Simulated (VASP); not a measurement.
# NaMg3O4 (Pm-3m) in VASP: notebook

The runs below take NaMg3O4 through single point, with PBE+D3(BJ).

All numbers are computed with VASP 6.6.1; they aren't measurements. Logs are shortened: lines on timing, memory, paths and dates and some standing lists are left out, and cuts for length are marked.

**1. The cell of the first run**

It takes space group Pm-3m (No. 221, cubic). Conventional cell: a = 4.265 Å, b = 4.265 Å, c = 4.265 Å, α = 90.00°, β = 90.00°, γ = 90.00°. Within 2.8 Å of Mg (site symmetry 4/mmm) lie 6 O at 2.13 Å. Within 2.8 Å of Na (site symmetry m-3m) lie 6 O at 2.13 Å. O (site symmetry 4/mmm) has 4 Mg at 2.13 Å and 2 Na at 2.13 Å within 2.8 Å. O (site symmetry m-3m) has 6 Mg at 2.13 Å within 2.8 Å.

**2. Single point, PBE+D3(BJ)**

Input file INCAR:

```
SYSTEM = NaMg3O4
PREC = Accurate
ENCUT = 520
EDIFF = 1E-7
ISMEAR = -5
SIGMA = 0.05
LREAL = .FALSE.
LASPH = .TRUE.
NELM = 80
ALGO = Normal
ISIF = 2
LWAVE = .FALSE.
LCHARG = .TRUE.
GGA = PE
IVDW = 12
LELF = .TRUE.
LVHAR = .TRUE.
NBANDS = 28
```

Input file KPOINTS:

```
regular mesh
0
G
  6 6 6
  0 0 0
```

Input file POSCAR:

```
NaMg3O4
1.0
    4.2648765963      0.0000000000      0.0000000000
    0.0000000000      4.2648765963      0.0000000000
    0.0000000000      0.0000000000      4.2648765963
Mg Na O
3 1 4
Direct
    0.5000000000      0.5000000000      0.0000000000
    0.0000000000      0.5000000000      0.5000000000
    0.5000000000      0.0000000000      0.5000000000
    0.0000000000      0.0000000000      0.0000000000
    0.0000000000      0.5000000000      0.0000000000
    0.5000000000      0.0000000000      0.0000000000
    0.0000000000      0.0000000000      0.5000000000
    0.5000000000      0.5000000000      0.5000000000
```

Potentials or basis: VASP PAW PBE potentials, release 64 (Mg, Na_pv, O).

Started as:

```sh
$ cat potpaw_PBE.64/Mg/POTCAR potpaw_PBE.64/Na_pv/POTCAR potpaw_PBE.64/O/POTCAR > POTCAR
$ mpirun -np 1 vasp_std > vasp.out
```

OUTCAR:

```text
SYSTEM = NaMg3O4
   PREC = Accurate
   ENCUT = 520
   EDIFF = 1E-7
   ISMEAR = -5
   LREAL = .FALSE.
   LASPH = .TRUE.
   NELM = 80
   ISIF = 2
   GGA = PE
   IVDW = 12
 IVDW          = 12

 ion  position               nearest neighbor table
   1  0.500  0.500  0.000-   5 2.13   6 2.13   8 2.13   8 2.13   6 2.13   5 2.13   2 3.02   3 3.02
                             2 3.02   3 3.02   4 3.02   3 3.02   3 3.02   2 3.02   4 3.02   4 3.02
   2  0.000  0.500  0.500-   5 2.13   7 2.13   8 2.13   5 2.13   7 2.13   8 2.13   1 3.02   4 3.02
                             1 3.02   3 3.02   4 3.02   3 3.02   4 3.02   1 3.02   3 3.02   4 3.02
   3  0.500  0.000  0.500-   6 2.13   7 2.13   8 2.13   6 2.13   8 2.13   7 2.13   1 3.02   4 3.02
                             1 3.02   1 3.02   2 3.02   2 3.02   1 3.02   2 3.02   4 3.02   4 3.02
   4  0.000  0.000  0.000-   5 2.13   6 2.13   7 2.13   7 2.13   5 2.13   6 2.13   2 3.02   3 3.02
                             1 3.02   1 3.02   2 3.02   2 3.02   2 3.02   1 3.02   3 3.02   3 3.02
   5  0.000  0.500  0.000-   1 2.13   2 2.13   4 2.13   2 2.13   4 2.13   1 2.13
   6  0.500  0.000  0.000-   1 2.13   3 2.13   4 2.13   3 2.13   1 2.13   4 2.13
   7  0.000  0.000  0.500-   2 2.13   3 2.13   4 2.13   4 2.13   2 2.13   3 2.13
   8  0.500  0.500  0.500-   1 2.13   2 2.13   3 2.13   1 2.13   3 2.13   2 2.13

  LATTYP: Found a simple cubic cell.
 ALAT       =     4.2648765963

  Lattice vectors:

 A1 = (   4.2648765963,   0.0000000000,   0.0000000000)
 A2 = (   0.0000000000,   4.2648765963,   0.0000000000)
 A3 = (   0.0000000000,   0.0000000000,   4.2648765963)

Analysis of symmetry for initial positions (statically):
=====================================================================
 Subroutine PRICEL returns:
 Original cell was already a primitive cell.

 Routine SETGRP: Setting up the symmetry group for a
 simple cubic supercell.

 Subroutine GETGRP returns: Found 48 space group operations
 (whereof 48 operations were pure point group operations)
 out of a pool of 48 trial point group operations.

The static configuration has the point symmetry O_h .

Analysis of symmetry for dynamics (positions and initial velocities):
=====================================================================
 Subroutine PRICEL returns:
 Original cell was already a primitive cell.

 Routine SETGRP: Setting up the symmetry group for a
 simple cubic supercell.

 Subroutine GETGRP returns: Found 48 space group operations
 (whereof 48 operations were pure point group operations)
 out of a pool of 48 trial point group operations.

The dynamic configuration has the point symmetry O_h .

 Subroutine INISYM returns: Found 48 space group operations
 (whereof 48 operations are pure point group operations),
 and found     1 'primitive' translations

----------------------------------------------------------------------------------------

                                     Primitive cell

  volume of cell :      77.5746

  direct lattice vectors                    reciprocal lattice vectors
     4.264876596  0.000000000  0.000000000     0.234473373  0.000000000  0.000000000
     0.000000000  4.264876596  0.000000000     0.000000000  0.234473373  0.000000000
     0.000000000  0.000000000  4.264876596     0.000000000  0.000000000  0.234473373

  length of vectors
     4.264876596  4.264876596  4.264876596     0.234473373  0.234473373  0.234473373

  position of ions in fractional coordinates (direct lattice)
     0.500000000  0.500000000  0.000000000
     0.000000000  0.500000000  0.500000000
     0.500000000  0.000000000  0.500000000
     0.000000000  0.000000000  0.000000000
     0.000000000  0.500000000  0.000000000
     0.500000000  0.000000000  0.000000000
     0.000000000  0.000000000  0.500000000
     0.500000000  0.500000000  0.500000000

  ion indices of the primitive-cell ions
   primitive index   ion index
                 1           1
                 2           2
                 3           3
                 4           4
                 5           5
                 6           6
                 7           7
                 8           8

----------------------------------------------------------------------------------------

 KPOINTS: regular mesh

Automatic generation of k-mesh.
 Grid dimensions read from file:
 generate k-points for:    6    6    6

 Generating k-lattice:

  Cartesian coordinates                     Fractional coordinates (reciprocal lattice)
     0.039078895  0.000000000  0.000000000     0.166666667  0.000000000  0.000000000
     0.000000000  0.039078895  0.000000000     0.000000000  0.166666667  0.000000000
     0.000000000  0.000000000  0.039078895     0.000000000  0.000000000  0.166666667

  Length of vectors
     0.039078895  0.039078895  0.039078895

  Shift w.r.t. Gamma in fractional coordinates (k-lattice)
     0.000000000  0.000000000  0.000000000

[... 38 lines left out ...]
   EDIFFG = 0.1E-05   stopping-criterion for IOM
   NSW    =      0    number of steps for IOM
   IBRION =     -1    ionic relax: 0-MD 1-quasi-New 2-CG
   NFREE  =      0    steps in history (QN), initial steepest desc. (CG)
   ISIF   =      2    stress and relaxation
   ISYM   =      2    0-nonsym 1-usesym 2-fastsym
   POTIM  = 0.5000    time-step for ionic-motion
   TEBEG  =    0.0;   TEEND  =   0.0 temperature during run
   PSTRESS=    0.0 pullay stress
   NELECT =      37.0000    total number of electrons
   NUPDOWN=      -1.0000    fix difference up-down
   EMIN   =  10.00;   EMAX   =-10.00  energy-range for DOS
   EFERMI =   0.00;   METHOD = LEGACY
   ISMEAR =    -5;   SIGMA  =   0.05  broadening in eV -4-tet -1-fermi 0-gaus
   EFERMI_NEDOS =   21; number of points for ismear=-14 and -15
   IALGO  =     38    algorithm
   IMIX   =      4    mixing-type and parameters
     AMIX     =   0.40;   BMIX     =  1.00
     AMIX_MAG =   1.60;   BMIX_MAG =  1.00
  volume/ion in A,a.u.               =       9.70        65.44
  Fermi-wavevector in a.u.,A,eV,Ry     =   1.279093  2.417136 22.260220  1.636080
  Thomas-Fermi vector in A             =   2.411599
   LORBIT       =      0    0 simple, 1 ext, 2 COOP (PROOUT), +10 PAW based schemes
   GGA     = PE    functional components
   LHFCALC =     F    Hartree Fock is set to
   AEXX    =    0.0000 exact exchange contribution
   IVDW    =    12    specifies the selected vdW correction
   LEPSILON=     F    determine dielectric tensor
   LRPA    =     F    only Hartree local field effects (RPA)
 non-spin polarized calculation
 Fermi weights with tetrahedron method with Bloechl corrections
  energy-cutoff  :      520.00
  volume of cell :       77.57
 maximum number of plane-waves:      2176
 NGX is ok and might be reduce to    32
   NGX = 15   NGY = 15   NGZ = 15

 number of electron      36.9999957 magnetization

 Free energy of the ion-electron system (eV)
  ---------------------------------------------------
  ext. energy  EPLUGINS =         0.00000000
  ---------------------------------------------------
  free energy    TOTEN  =       -42.46315342 eV

  energy without entropy =      -42.46315342  energy(sigma->0) =      -42.46315342

 E-fermi :   2.3364     XC(G=0): -10.8656

 val. band max:        2.3513980110   @ k =   0.3333   0.0000   0.0000
 cond. band min:       2.3513980130   @ k =   0.3333   0.0000   0.0000
 fundamental gap:      0.0000000020
 Fermi energy:         2.3364175046

 k-point     1 :       0.0000    0.0000    0.0000
  band No.  band energies     occupation
      1     -17.1333      2.00000
      2     -17.1333      2.00000
      3     -17.1333      2.00000
      4     -14.5153      2.00000
      5     -13.2751      2.00000
      6     -13.0913      2.00000
[... 20 lines left out ...]
     27      15.5413      0.00000
     28      15.5413      0.00000

 k-point     2 :       0.1667    0.0000    0.0000
  band No.  band energies     occupation
      1     -17.1784      2.00000
      2     -17.1328      2.00000
      3     -17.1328      2.00000
      4     -14.4146      2.00000
      5     -13.3121      2.00000
      6     -13.0794      2.00000
[... 550 lines left out ...]
 k-point    20 :       0.5000    0.5000    0.5000
  band No.  band energies     occupation
      1     -17.2880      2.00000
      2     -17.2880      2.00000
      3     -17.2880      2.00000
      4     -13.6816      2.00000
      5     -13.0137      2.00000
      6     -13.0137      2.00000
[... 20 lines left out ...]
     27      16.1880      0.00000
     28      18.3660      0.00000

------------------------ aborting loop because EDIFF is reached ----------------------------------------

 Edisp (eV)   -2.17859

 E8    (eV) :    -0.8710

  FORCE on cell =-STRESS in cart. coord.  units (eV):
  Direction    XX          YY          ZZ          XY          YZ          ZX
  --------------------------------------------------------------------------------------
  -------------------------------------------------------------------------------------
  Total       1.08285     1.08285     1.08285    -0.00000     0.00000     0.00000
  in kB      22.36457    22.36457    22.36457    -0.00000     0.00000     0.00000
  external pressure =       22.36 kB  Pullay stress =        0.00 kB

 VOLUME and BASIS-vectors are now :
 -----------------------------------------------------------------------------
  energy-cutoff  :      520.00
  volume of cell :       77.57
      direct lattice vectors                 reciprocal lattice vectors
     4.264876596  0.000000000  0.000000000     0.234473373  0.000000000  0.000000000
     0.000000000  4.264876596  0.000000000     0.000000000  0.234473373  0.000000000
     0.000000000  0.000000000  4.264876596     0.000000000  0.000000000  0.234473373

 POSITION                                       TOTAL-FORCE (eV/Angst)
 -----------------------------------------------------------------------------------
      2.13244      2.13244      0.00000         0.000000      0.000000      0.000000
      0.00000      2.13244      2.13244         0.000000      0.000000      0.000000
      2.13244      0.00000      2.13244         0.000000      0.000000      0.000000
      0.00000      0.00000      0.00000         0.000000      0.000000      0.000000
      0.00000      2.13244      0.00000         0.000000      0.000000      0.000000
      2.13244      0.00000      0.00000         0.000000      0.000000      0.000000
      0.00000      0.00000      2.13244         0.000000      0.000000      0.000000
      2.13244      2.13244      2.13244         0.000000      0.000000      0.000000
 -----------------------------------------------------------------------------------
    total drift:                                0.000000      0.000000     -0.000000

  FREE ENERGIE OF THE ION-ELECTRON SYSTEM (eV)
  ---------------------------------------------------
  free  energy   TOTEN  =       -44.6417385125 eV

  energy  without entropy=      -44.6417385125  energy(sigma->0) =      -44.64173851
```

It took 39 s on 1 thread of Intel Xeon Platinum 8375C at 2.90GHz (Ice Lake), shared host; peak memory 0.2 GiB.

Results:

| Quantity | Value |
| --- | --- |
| Free energy | -44.6417 eV |
| Pressure | 2.2 GPa |
| Dispersion energy per atom | -0.272 eV |

Caveat: an odd number of electrons without spin polarisation forces a metal; a magnetic or distorted state may lie lower; pairwise dispersion overbinds metals, which lowers pressure and volume; tetrahedron occupations give inexact forces and stress in metals.

**3. Single point, PBE+D3(BJ)**

This run uses another cell than the first one, of 9.90 Å³/atom, 1.021 times its volume.

Input file INCAR:

```
PREC     = Accurate       # precision mode
ENCUT    = 520            # plane-wave cutoff, eV
EDIFF    = 1E-7           # SCF threshold, eV
ISMEAR   = -5             # smearing method
SIGMA    = 0.05           # smearing width, eV
LREAL    = F              # projectors in reciprocal space
LASPH    = T              # aspherical terms in the spheres
NELM     = 100            # most SCF steps
ALGO     = Normal         # electronic algorithm
ISIF     = 2              # what is computed and relaxed
LWAVE    = F              # write WAVECAR
LCHARG   = F              # write CHGCAR
GGA      = PE             # functional
IVDW     = 12             # dispersion correction
NBANDS   = 28             # bands
```

Input file KPOINTS:

```
regular mesh
0
Gamma
  6 6 6
```

POSCAR: that of step 2 with these lines changed.

```diff
@@ -2,5 +2,5 @@
 1.0
-    4.2648765963      0.0000000000      0.0000000000
-    0.0000000000      4.2648765963      0.0000000000
-    0.0000000000      0.0000000000      4.2648765963
+    4.2949119281      0.0000000000      0.0000000000
+    0.0000000000      4.2949119281      0.0000000000
+    0.0000000000      0.0000000000      4.2949119281
 Mg Na O
```

Potentials or basis: VASP PAW PBE potentials, release 64 (Mg, Na_pv, O).

Started as:

```sh
$ cat potpaw_PBE.64/Mg/POTCAR potpaw_PBE.64/Na_pv/POTCAR potpaw_PBE.64/O/POTCAR > POTCAR
$ mpirun -np 1 vasp_std > vasp.out
```

Wall time 37 s (1 thread of Intel Xeon Platinum 8375C at 2.90GHz (Ice Lake), shared host); peak memory 0.2 GiB.

It converged, with:

```yaml
Free_energy: -44.6517 eV
Pressure: -0.6 GPa
Dispersion_energy_per_atom: -0.266 eV
```

Levels at points of the mesh, in eV from the Fermi level:
```csv
k point,band 16,band 17,band 18,band 19,band 20,band 21,band 22,band 23
"(0.00, 0.00, 0.00)",-0.81,0.28,0.28,0.28,4.81,9.55,9.55,9.77
"(0.50, 0.00, 0.00)",-0.66,-0.66,-0.11,-0.11,7.69,8.36,11.29,11.60
"(0.50, 0.50, 0.00)",-0.56,-0.56,-0.49,-0.01,9.09,9.67,9.68,9.68
"(0.50, 0.50, 0.50)",-0.49,-0.49,-0.01,-0.01,7.75,8.55,8.55,8.55
```

Caveat: an odd number of electrons without spin polarisation forces a metal; a magnetic or distorted state may lie lower; pairwise dispersion overbinds metals, which lowers pressure and volume; tetrahedron occupations give inexact forces and stress in metals.

**4. Single point, PBE+D3(BJ)**

This run uses another cell than the first one, of 10.11 Å³/atom, 1.043 times its volume.

Input file INCAR:

```
  PREC = Accurate
  ENCUT = 520
  EDIFF = 1E-7
  ISMEAR = -5
  SIGMA = 0.05
  LREAL = False
  LASPH = True
  NELM = 80
  ALGO = Normal
  ISIF = 2
  LWAVE = False
  LCHARG = False
  GGA = PE
  IVDW = 12
  NBANDS = 28
```

Input file KPOINTS:

```
Automatic mesh
0
Gamma
  6 6 6
```

POSCAR: that of step 3 with these lines changed.

```diff
@@ -2,5 +2,5 @@
 1.0
-    4.2949119281      0.0000000000      0.0000000000
-    0.0000000000      4.2949119281      0.0000000000
-    0.0000000000      0.0000000000      4.2949119281
+    4.3245329464      0.0000000000      0.0000000000
+    0.0000000000      4.3245329464      0.0000000000
+    0.0000000000      0.0000000000      4.3245329464
 Mg Na O
```

Started as:

```sh
$ cat potpaw_PBE.64/Mg/POTCAR potpaw_PBE.64/Na_pv/POTCAR potpaw_PBE.64/O/POTCAR > POTCAR
$ mpirun -np 1 vasp_std > vasp.out
```

Wall time 37 s (1 thread of Intel Xeon Platinum 8375C at 2.90GHz (Ice Lake), shared host); peak memory 0.2 GiB.

The run converged. Its results:

```yaml
Free_energy: -44.6337 eV
Pressure: -3.2 GPa
Dispersion_energy_per_atom: -0.261 eV
```

Levels at points of the mesh, in eV from the Fermi level:
| k point | band 15 | band 16 | band 17 | band 18 | band 19 | band 20 | band 21 | band 22 | band 23 | band 24 |
| --- | --- | --- | --- | --- | --- | --- | --- | --- | --- | --- |
| (0.00, 0.00, 0.00) | -0.80 | -0.80 | 0.27 | 0.27 | 0.27 | 4.62 | 9.33 | 9.33 | 9.73 | 9.73 |
| (0.50, 0.00, 0.00) | -0.89 | -0.65 | -0.65 | -0.12 | -0.12 | 7.48 | 8.15 | 11.23 | 11.36 | 11.58 |
| (0.50, 0.50, 0.00) | -0.70 | -0.55 | -0.55 | -0.48 | -0.01 | 8.90 | 9.47 | 9.47 | 9.50 | 11.52 |
| (0.50, 0.50, 0.50) | -0.48 | -0.48 | -0.48 | -0.01 | -0.01 | 7.61 | 8.41 | 8.41 | 8.41 | 11.90 |

Caveat: an odd number of electrons without spin polarisation forces a metal; a magnetic or distorted state may lie lower; pairwise dispersion overbinds metals, which lowers pressure and volume; tetrahedron occupations give inexact forces and stress in metals.

**5. Single point, PBE+D3(BJ)**

This run uses another cell than the first one, of 10.32 Å³/atom, 1.064 times its volume.

Input file INCAR:

```
SYSTEM = NaMg3O4
ALGO = Normal
EDIFF = 1E-6
ENCUT = 520
GGA = PE
ISIF = 2
ISMEAR = -5
IVDW = 12
LASPH = .TRUE.
LCHARG = .TRUE.
LELF = .TRUE.
LREAL = .FALSE.
LVHAR = .TRUE.
LWAVE = .FALSE.
NBANDS = 28
NELM = 100
PREC = Accurate
SIGMA = 0.05
```

Input file KPOINTS:

```
k-points
0
G
  6 6 6
  0 0 0
```

POSCAR: that of step 4 with these lines changed.

```diff
@@ -2,5 +2,5 @@
 1.0
-    4.3245329464      0.0000000000      0.0000000000
-    0.0000000000      4.3245329464      0.0000000000
-    0.0000000000      0.0000000000      4.3245329464
+    4.3537536500      0.0000000000      0.0000000000
+    0.0000000000      4.3537536500      0.0000000000
+    0.0000000000      0.0000000000      4.3537536500
 Mg Na O
```

Started as:

```sh
$ cat potpaw_PBE.64/Mg/POTCAR potpaw_PBE.64/Na_pv/POTCAR potpaw_PBE.64/O/POTCAR > POTCAR
$ mpirun -np 1 vasp_std > vasp.out
```

It took 35 s on 1 thread of Intel Xeon Platinum 8375C at 2.90GHz (Ice Lake), shared host; peak memory 0.2 GiB.

It converged, with:

| Quantity | Value |
| --- | --- |
| Free energy | -44.5907 eV |
| Pressure | -5.5 GPa |
| Dispersion energy per atom | -0.255 eV |

Levels at points of the mesh, in eV from the Fermi level:
| k point | band 16 | band 17 | band 18 | band 19 | band 20 | band 21 | band 22 | band 23 |
| --- | --- | --- | --- | --- | --- | --- | --- | --- |
| (0.00, 0.00, 0.00) | -0.79 | 0.25 | 0.25 | 0.25 | 4.44 | 9.12 | 9.12 | 9.69 |
| (0.50, 0.00, 0.00) | -0.64 | -0.64 | -0.12 | -0.12 | 7.28 | 7.95 | 11.12 | 11.16 |
| (0.50, 0.50, 0.00) | -0.54 | -0.54 | -0.47 | 0.00 | 8.71 | 9.28 | 9.28 | 9.33 |
| (0.50, 0.50, 0.50) | -0.47 | -0.47 | 0.00 | 0.00 | 7.48 | 8.28 | 8.28 | 8.28 |

Caveat: an odd number of electrons without spin polarisation forces a metal; a magnetic or distorted state may lie lower; pairwise dispersion overbinds metals, which lowers pressure and volume; tetrahedron occupations give inexact forces and stress in metals.

**6. Summary**

```tsv
cell	gap on the mesh (eV)	pressure (GPa)
a = 4.265 Å, 8 atoms	none	2.2
a = 4.295 Å, 8 atoms	none	-0.6
a = 4.325 Å, 8 atoms	none	-3.2
a = 4.354 Å, 8 atoms	none	-5.5
```

Alike in all rows: task single point; level PBE+D3(BJ); potentials or basis VASP PAW PBE potentials, release 64 (Mg, Na_pv, O); no spin polarisation; k mesh 6 × 6 × 6; cutoff (eV) 520; smearing tetrahedron.

Caveats: an odd number of electrons without spin polarisation forces a metal; a magnetic or distorted state may lie lower; pairwise dispersion overbinds metals, which lowers pressure and volume; tetrahedron occupations give inexact forces and stress in metals.

Total energies depend on the potentials used, so only differences within one code and one set of settings carry meaning.
